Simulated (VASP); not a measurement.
# BaTiO3 (R3m) in VASP: further runs, part 3 of 3

VASP 6.6.1. The steps go on from the part before.

## (4) Electric field gradients, PBE (volume scaled by 1.02)

INCAR

```
PREC     = Accurate       # precision mode
ENCUT    = 520            # plane-wave cutoff, eV
EDIFF    = 1E-8           # SCF threshold, eV
ISMEAR   = -1             # smearing method
SIGMA    = 0.05           # smearing width, eV
LREAL    = F              # projectors in reciprocal space
LASPH    = T              # aspherical terms in the spheres
NELM     = 100            # most SCF steps
ALGO     = Normal         # electronic algorithm
ISIF     = 2              # what is computed and relaxed
LWAVE    = F              # write WAVECAR
LCHARG   = F              # write CHGCAR
GGA      = PE             # functional
LEFG     = T            
NBANDS   = 28             # bands
```

KPOINTS

```
Automatic mesh
0
Gamma
  9 9 9
```

POSCAR

```
BaTiO3
1.0
    2.8463949824      1.6433669093      2.3330812713
   -2.8463949824      1.6433669093      2.3330812713
    0.0000000000     -3.2867338186      2.3330812713
Ba Ti O
1 1 3
Direct
    0.0000000000      0.0000000000      0.0000000000
    0.5140000000      0.5140000000      0.5140000000
    0.4916000000      0.4916000000      0.9815000000
    0.4916000000      0.9815000000      0.4916000000
    0.9815000000      0.4916000000      0.4916000000
```

Potentials or basis: VASP PAW PBE potentials, release 64 (Ba_sv, Ti_sv, O).

Launch:

```
> cat potpaw_PBE.64/Ba_sv/POTCAR potpaw_PBE.64/Ti_sv/POTCAR potpaw_PBE.64/O/POTCAR > POTCAR
> mpirun -np 1 vasp_std > vasp.out
```

OUTCAR:

```text
PREC = Accurate
   ENCUT = 520
   EDIFF = 1E-8
   ISMEAR = -1
   LREAL = F
   LASPH = T
   NELM = 100
   ISIF = 2
   GGA = PE

 ion  position               nearest neighbor table
   1  0.000  0.000  0.000-   3 2.81   4 2.81   5 2.81   5 2.85   4 2.85   4 2.85   5 2.85   3 2.85
                             3 2.85   3 2.90   4 2.90   5 2.90   2 3.40   2 3.46   2 3.46   2 3.46
   2  0.514  0.514  0.514-   3 1.89   4 1.89   5 1.89   3 2.15   4 2.15   5 2.15   1 3.40   1 3.46
                             1 3.46   1 3.46   1 3.52   1 3.52   1 3.52   1 3.60
   3  0.492  0.492  0.981-   2 1.89   2 2.15   1 2.81   1 2.85   1 2.85   1 2.90
   4  0.492  0.981  0.492-   2 1.89   2 2.15   1 2.81   1 2.85   1 2.85   1 2.90
   5  0.981  0.492  0.492-   2 1.89   2 2.15   1 2.81   1 2.85   1 2.85   1 2.90

  LATTYP: Found a trigonal (rhomboedric) cell.
 ALAT       =     4.0306187382
 COS(alpha) =     0.0025827226

  Lattice vectors:

 A1 = (   2.8463949824,   1.6433669093,   2.3330812713)
 A2 = (  -2.8463949824,   1.6433669093,   2.3330812713)
 A3 = (   0.0000000000,  -3.2867338186,   2.3330812713)

Analysis of symmetry for initial positions (statically):
=====================================================================
 Subroutine PRICEL returns:
 Original cell was already a primitive cell.

 Routine SETGRP: Setting up the symmetry group for a
 trigonal (rhombohedral) supercell.

 Subroutine GETGRP returns: Found  6 space group operations
 (whereof  6 operations were pure point group operations)
 out of a pool of 12 trial point group operations.

The static configuration has the point symmetry C_3v.

Analysis of symmetry for dynamics (positions and initial velocities):
=====================================================================
 Subroutine PRICEL returns:
[... 922 lines left out ...]
  Total        1.3616521      1.3616521      1.3083856      0.0000000      0.0000000      0.0000000
  in kB       33.3170018     33.3170018     32.0136738      0.0000000      0.0000000      0.0000000
  external PRESSURE =      32.8825591 kB  Pullay stress =       0.0000000 kB

 VOLUME and BASIS-vectors are now :
 -----------------------------------------------------------------------------
  energy-cutoff  :      520.00
  volume of cell :       65.48
      direct lattice vectors                 reciprocal lattice vectors
     2.846394982  1.643366909  2.333081271     0.175660793  0.101417806  0.142872577
    -2.846394982  1.643366909  2.333081271    -0.175660793  0.101417806  0.142872577
     0.000000000 -3.286733819  2.333081271     0.000000000 -0.202835612  0.142872577

 POSITION                                       TOTAL-FORCE (eV/Angst)
 -----------------------------------------------------------------------------------
      0.00000      0.00000      0.00000        -0.000000      0.000000      0.082018
      0.00000      0.00000      3.59761        -0.000000     -0.000000      0.067493
      0.00000     -1.61017      4.58380        -0.000000     -0.083040     -0.049837
     -1.39445      0.80509      4.58380        -0.071914      0.041520     -0.049837
      1.39445      0.80509      4.58380         0.071914      0.041520     -0.049837
 -----------------------------------------------------------------------------------
    total drift:                               -0.000000      0.000004     -0.000697

  FREE ENERGIE OF THE ION-ELECTRON SYSTEM (eV)
  ---------------------------------------------------
  free  energy   TOTEN  =       -40.0313369320 eV

  energy  without entropy=      -40.0313369320  energy(sigma->0) =      -40.03133693

 Electric field gradients (V/A^2)
---------------------------------------------------------------------
 ion       V_xx      V_yy      V_zz      V_xy      V_xz      V_yz
---------------------------------------------------------------------
   1      -1.731    -1.731     3.462     0.000    -0.000     0.000
   2      -5.071    -5.071    10.141    -0.000    -0.000    -0.000
   3     -11.480     9.940     1.540    -0.000     0.000   -15.648
   4       4.585    -6.125     1.540    -9.276   -13.551     7.824
   5       4.585    -6.125     1.540     9.276    13.551     7.824
---------------------------------------------------------------------

 Electric field gradients after diagonalization (V/A^2)
 (convention: |V_zz| > |V_xx| > |V_yy|)
----------------------------------------------------------------------
 ion       V_xx      V_yy      V_zz     asymmetry (V_yy - V_xx)/ V_zz
----------------------------------------------------------------------
   1      -1.731    -1.731     3.462       0.000
   2      -5.071    -5.071    10.141       0.000
   3     -11.480   -10.461    21.942       0.046
   4     -11.480   -10.461    21.942       0.046
   5     -11.480   -10.461    21.942       0.046
----------------------------------------------------------------------

           NMR quadrupolar parameters

 Cq : quadrupolar parameter    Cq=e*Q*V_zz/h
 eta: asymmetry parameters     (V_yy - V_xx)/ V_zz
 Q  : nuclear electric quadrupole moment in mb (millibarn)
----------------------------------------------------------------------
 ion       Cq(MHz)       eta       Q (mb)
----------------------------------------------------------------------
   1       0.008       0.000       1.000
   2       0.025       0.000       1.000
   3       0.053       0.046       1.000
   4       0.053       0.046       1.000
   5       0.053       0.046       1.000
----------------------------------------------------------------------
```

stdout:

```text
POSCAR found type information on POSCAR BaTiO
 POSCAR found :  3 types and       5 ions
 scaLAPACK will be used
 LDA part: xc-table for (Slater+PW92), standard interpolation
 POSCAR, INCAR and KPOINTS ok, starting setup
 FFT: planning ... GRIDC
 FFT: planning ... GRID_SOFT
 FFT: planning ... GRID
 WAVECAR not read
 entering main loop
ion   1

ion   2

ion   3

ion   4
     0.0000293     1.6006303    -1.4605235    -0.5301216     2.5297008    -0.9241243
     0.0000403     1.6006303    -1.4605234    -0.5301216     2.5297008    -0.9241243
     0.0000555     1.6006302    -1.4605234    -0.5301216     2.5297008    -0.9241243
     0.0000765     1.6006302    -1.4605234    -0.5301216     2.5297007    -0.9241243

     0.0000293     6.8946835    -5.9744909    -1.3876404    10.3481217    -3.9806474
     0.0000403     6.8946822    -5.9744897    -1.3876402    10.3481197    -3.9806466
     0.0000555     6.8946799    -5.9744878    -1.3876398    10.3481163    -3.9806453
     0.0000765     6.8946760    -5.9744845    -1.3876392    10.3481107    -3.9806431

ion   5
     0.0000293    -1.6006303    -1.4605235    -0.5301216    -2.5297008    -0.9241243
     0.0000403    -1.6006303    -1.4605234    -0.5301216    -2.5297008    -0.9241243
     0.0000555    -1.6006302    -1.4605234    -0.5301216    -2.5297008    -0.9241243
     0.0000765    -1.6006302    -1.4605234    -0.5301216    -2.5297007    -0.9241243

     0.0000293    -6.8946835    -5.9744909    -1.3876404   -10.3481217    -3.9806474
     0.0000403    -6.8946822    -5.9744897    -1.3876402   -10.3481197    -3.9806466
     0.0000555    -6.8946799    -5.9744878    -1.3876398   -10.3481163    -3.9806453
     0.0000765    -6.8946760    -5.9744845    -1.3876392   -10.3481107    -3.9806431
```

It took 1.8 min on 1 thread of Intel Xeon Platinum 8559C (Emerald Rapids), shared host; peak memory 0.27 GiB.

Results:

```yaml
Free_energy: -40.0313 eV
Pressure: 3.3 GPa
Largest_force: 0.097 eV/Å
Band_gap_on_the_k_mesh: 2.34 eV, indirect (least direct gap 2.70 eV)
```

Forces in eV/Å, atoms in the order of the input:
```
Ba   0.000  0.000  0.082
Ti   0.000  0.000  0.067
O    0.000 -0.083 -0.050
O   -0.072  0.042 -0.050
O    0.072  0.042 -0.050
```

Stress tensor (GPa, compression positive):
```
3.33 0.00 0.00
0.00 3.33 0.00
0.00 0.00 3.20
```

Levels at points of the mesh, in eV from the valence-band top:
```
           k point  band 17  band 18  band 19  band 20  band 21  band 22  band 23  band 24
(0.00, 0.00, 0.00)    -1.00    -0.49    -0.37    -0.37     2.34     2.34     2.46     4.36
```

Electric field gradients, principal values (V/Å²):
| atom | least | middle | greatest (by size) |
| --- | --- | --- | --- |
| 1 Ba | -1.731 | -1.731 | 3.462 |
| 2 Ti | -5.071 | -5.071 | 10.141 |
| 3 O | -10.461 | -11.480 | 21.942 |
| 4 O | -10.461 | -11.480 | 21.942 |
| 5 O | -10.461 | -11.480 | 21.942 |

Caveat: without QUAD_EFG the Cq values of the log hold for a quadrupole moment of 1 mb, not for the nuclei; spin-orbit coupling is left out, which moves the levels of the heavy elements. A k mesh can miss the band edges.

## (5) Electric field gradients, PBE (volume scaled by 1.02)

INCAR

```
SYSTEM = BaTiO3
PREC = Accurate
ENCUT = 520
EDIFF = 1E-8
ISMEAR = -1
SIGMA = 0.05
LREAL = .FALSE.
LASPH = .TRUE.
NELM = 100
ALGO = Normal
ISIF = 2
LWAVE = .FALSE.
LCHARG = .FALSE.
GGA = PE
LEFG = .TRUE.
NBANDS = 28
```

KPOINTS

```
regular mesh
0
G
  9 9 9
  0 0 0
```

POSCAR is that of step 4.

Potentials or basis: VASP PAW PBE potentials, release 64 (Ba_sv, Ti_sv, O).

Launch:

```
> cat potpaw_PBE.64/Ba_sv/POTCAR potpaw_PBE.64/Ti_sv/POTCAR potpaw_PBE.64/O/POTCAR > POTCAR
> mpirun -np 1 vasp_std > vasp.out
```

OUTCAR:

```text
SYSTEM = BaTiO3
   PREC = Accurate
   ENCUT = 520
   EDIFF = 1E-8
   ISMEAR = -1
   LREAL = .FALSE.
   LASPH = .TRUE.
   NELM = 100
   ISIF = 2
   GGA = PE

 ion  position               nearest neighbor table
   1  0.000  0.000  0.000-   3 2.81   4 2.81   5 2.81   5 2.85   4 2.85   4 2.85   5 2.85   3 2.85
                             3 2.85   3 2.90   4 2.90   5 2.90   2 3.40   2 3.46   2 3.46   2 3.46
   2  0.514  0.514  0.514-   3 1.89   4 1.89   5 1.89   3 2.15   4 2.15   5 2.15   1 3.40   1 3.46
                             1 3.46   1 3.46   1 3.52   1 3.52   1 3.52   1 3.60
   3  0.492  0.492  0.981-   2 1.89   2 2.15   1 2.81   1 2.85   1 2.85   1 2.90
   4  0.492  0.981  0.492-   2 1.89   2 2.15   1 2.81   1 2.85   1 2.85   1 2.90
   5  0.981  0.492  0.492-   2 1.89   2 2.15   1 2.81   1 2.85   1 2.85   1 2.90

  LATTYP: Found a trigonal (rhomboedric) cell.
 ALAT       =     4.0306187382
 COS(alpha) =     0.0025827226

  Lattice vectors:

 A1 = (   2.8463949824,   1.6433669093,   2.3330812713)
 A2 = (  -2.8463949824,   1.6433669093,   2.3330812713)
 A3 = (   0.0000000000,  -3.2867338186,   2.3330812713)

[... 958 lines left out ...]
      1.39445      0.80509      4.58380         0.071914      0.041520     -0.049837
 -----------------------------------------------------------------------------------
    total drift:                               -0.000000      0.000004     -0.000697

  FREE ENERGIE OF THE ION-ELECTRON SYSTEM (eV)
  ---------------------------------------------------
  free  energy   TOTEN  =       -40.0313369320 eV

  energy  without entropy=      -40.0313369320  energy(sigma->0) =      -40.03133693

 Electric field gradients (V/A^2)
---------------------------------------------------------------------
 ion       V_xx      V_yy      V_zz      V_xy      V_xz      V_yz
---------------------------------------------------------------------
   1      -1.731    -1.731     3.462     0.000    -0.000     0.000
   2      -5.071    -5.071    10.141    -0.000    -0.000    -0.000
   3     -11.480     9.940     1.540    -0.000     0.000   -15.648
   4       4.585    -6.125     1.540    -9.276   -13.551     7.824
   5       4.585    -6.125     1.540     9.276    13.551     7.824
---------------------------------------------------------------------

 Electric field gradients after diagonalization (V/A^2)
 (convention: |V_zz| > |V_xx| > |V_yy|)
----------------------------------------------------------------------
 ion       V_xx      V_yy      V_zz     asymmetry (V_yy - V_xx)/ V_zz
----------------------------------------------------------------------
   1      -1.731    -1.731     3.462       0.000
   2      -5.071    -5.071    10.141       0.000
   3     -11.480   -10.461    21.942       0.046
   4     -11.480   -10.461    21.942       0.046
   5     -11.480   -10.461    21.942       0.046
----------------------------------------------------------------------

           NMR quadrupolar parameters

 Cq : quadrupolar parameter    Cq=e*Q*V_zz/h
 eta: asymmetry parameters     (V_yy - V_xx)/ V_zz
 Q  : nuclear electric quadrupole moment in mb (millibarn)
----------------------------------------------------------------------
 ion       Cq(MHz)       eta       Q (mb)
----------------------------------------------------------------------
   1       0.008       0.000       1.000
   2       0.025       0.000       1.000
   3       0.053       0.046       1.000
   4       0.053       0.046       1.000
   5       0.053       0.046       1.000
----------------------------------------------------------------------
```

OSZICAR:

```text
N       E                     dE             d eps       ncg     rms          rms(c)
DAV:   1     0.438198534077E+03    0.43820E+03   -0.20967E+04  4760   0.155E+03
DAV:   2    -0.516494426327E+01   -0.44336E+03   -0.42391E+03  5520   0.428E+02
DAV:   3    -0.484917783720E+02   -0.43327E+02   -0.42946E+02  6556   0.133E+02
[... 11 lines left out ...]
DAV:  15    -0.400313370956E+02   -0.25226E-06   -0.61730E-06  6764   0.167E-02    0.340E-03
DAV:  16    -0.400313369098E+02    0.18584E-06   -0.11013E-06  6268   0.958E-03    0.127E-03
DAV:  17    -0.400313369669E+02   -0.57135E-07   -0.86965E-08  5488   0.294E-03    0.734E-04
DAV:  18    -0.400313369296E+02    0.37288E-07   -0.21849E-08  4456   0.162E-03    0.401E-04
DAV:  19    -0.400313369320E+02   -0.23742E-08   -0.47997E-09  3188   0.556E-04
   1 F= -.40031337E+02 E0= -.40031337E+02  d E =-.260523E-10
```

Run time: 1.7 min. Hardware: 1 thread of Intel Xeon Platinum 8559C (Emerald Rapids), shared host; peak memory 0.28 GiB.

Results:

```
Free energy            : -40.0313 eV
Pressure               : 3.3 GPa
Largest force          : 0.097 eV/Å
Band gap on the k mesh : 2.34 eV, indirect (least direct gap 2.70 eV)
```

Forces in eV/Å, atoms in the order of the input:
```
Ba   0.000  0.000  0.082
Ti   0.000  0.000  0.067
O    0.000 -0.083 -0.050
O   -0.072  0.042 -0.050
O    0.072  0.042 -0.050
```

Stress tensor (GPa, compression positive):
```
3.33 0.00 0.00
0.00 3.33 0.00
0.00 0.00 3.20
```

Electric field gradients, principal values (V/Å²):
```csv
atom,least,middle,greatest (by size)
1 Ba,-1.731,-1.731,3.462
2 Ti,-5.071,-5.071,10.141
3 O,-10.461,-11.480,21.942
4 O,-10.461,-11.480,21.942
5 O,-10.461,-11.480,21.942
```

Caveat: without QUAD_EFG the Cq values of the log hold for a quadrupole moment of 1 mb, not for the nuclei; spin-orbit coupling is left out, which moves the levels of the heavy elements.
